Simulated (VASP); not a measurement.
Si, 4 atoms in the cell. The structure is hexagonal, space group P6_3/mmc (No. 194). The conventional cell has a = 3.831 Å, b = 3.831 Å, c = 6.333 Å, α = 90.00°, β = 90.00°, γ = 120.00°. Within 3.1 Å of Si (site symmetry 3m) lie 4 Si at 2.35 to 2.37 Å. 

* Program: VASP 6.6.1
* Task: single point
* Functional: PBE
* Potentials or basis: VASP PAW PBE potentials, release 64 (Si)
* Cutoff: 500 eV
* k mesh: 8 × 8 × 5
* Occupations: fermi-dirac, width 0.1 eV
* Spin: no spin polarisation
* Dipole correction: no
* Further INCAR settings: ALGO = Normal; EDIFF = 1e-06; NBANDS = 16

Potentials or basis: VASP PAW PBE potentials, release 64 (Si).

Launch:

```bash
$ cat potpaw_PBE.64/Si/POTCAR > POTCAR
$ mpirun -np 1 vasp_std > vasp.out
```

Hardware: 1 thread of Intel(R) Xeon(R) Platinum 8559C (Emerald Rapids), on a shared host.

Task: Estimate the wall time of this run.

Result: Wall time 16 s on 1 thread of Intel(R) Xeon(R) Platinum 8559C (Emerald Rapids) (shared host), peak memory 0.18 GiB. Counts: scf iterations 13, k points 30.
